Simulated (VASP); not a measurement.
The system is Zr3ScN4.

```
Zr Sc N
1.0
    -3.02146    3.02146    3.02146
     3.02146   -3.02146    3.02146
     3.02146    3.02146   -3.02146
Zr Sc N
3 1 4
Direct
  0.50000 0.00000 0.50000
  0.00000 0.50000 0.50000
  0.50000 0.50000 0.00000
  0.00000 0.00000 0.00000
  0.64876 0.64876 0.64876
  0.00000 0.35124 0.00000
  0.35124 0.00000 0.00000
  0.00000 0.00000 0.35124
```

The cell was built from a structure type or drawn by symmetry, and may not be a known phase.

* Program: VASP 6.6.1
* Task: relaxation of cell and atoms
* Functional: PBE
* Potentials or basis: VASP PAW PBE potentials, release 64 (Zr_sv, Sc_sv, N)
* Cutoff: 600 eV
* k mesh: 4 × 4 × 4
* Occupations: gaussian, width 0.1 eV
* Spin: no spin polarisation

At the start: pressure 0.4 GPa; volume 13.79 Å³/atom.

**Question.** How do energy, volume and symmetry change on relaxing?

**Answer.** Over 10 steps the energy falls by 485.3 meV/atom and the volume is 11.67 Å³/atom (-15.4 %); space group I-43m (No. 217, to 0.1 Å) before and after.

The path:
| step | energy change (eV) | largest force (eV/Å) | pressure (GPa) | volume (Å³) |
| --- | --- | --- | --- | --- |
| 1 | 0.0000 | 5.8693 | 0.42 | 110.33 |
| 2 | -2.6362 | 0.0192 | -19.81 | 110.92 |
| 3 | -2.6376 | 0.0723 | -19.42 | 110.90 |
| 4 | -3.4692 | 0.7050 | 19.54 | 86.44 |
| 5 | -3.8306 | 0.4803 | 1.64 | 94.05 |
| 6 | -3.8304 | 0.4894 | 2.24 | 93.73 |
| 7 | -3.8750 | 0.1740 | 1.20 | 93.30 |
| 8 | -3.8821 | 0.0087 | 0.65 | 93.02 |
| 9 | -3.8819 | 0.0176 | -0.76 | 93.74 |
| 10 | -3.8827 | 0.0035 | -0.01 | 93.35 |

Final structure:
```
CELL_PARAMETERS angstrom
-2.85776 2.85776 2.85776
2.85776 -2.85776 2.85776
2.85776 2.85776 -2.85776
ATOMIC_POSITIONS crystal
Zr 0.50000 0.00000 0.50000
Zr 0.00000 0.50000 0.50000
Zr 0.50000 0.50000 0.00000
Sc 0.00000 0.00000 0.00000
N 0.56639 0.56639 0.56639
N 0.00000 0.43361 0.00000
N 0.43361 0.00000 0.00000
N 0.00000 0.00000 0.43361
```

Caveat: the k points lie up to 0.39 Å⁻¹ apart in the final cell, too coarse for converged energies and pressures of a metal; the volume moved by over 15 % at a fixed basis, so the end points are rough.
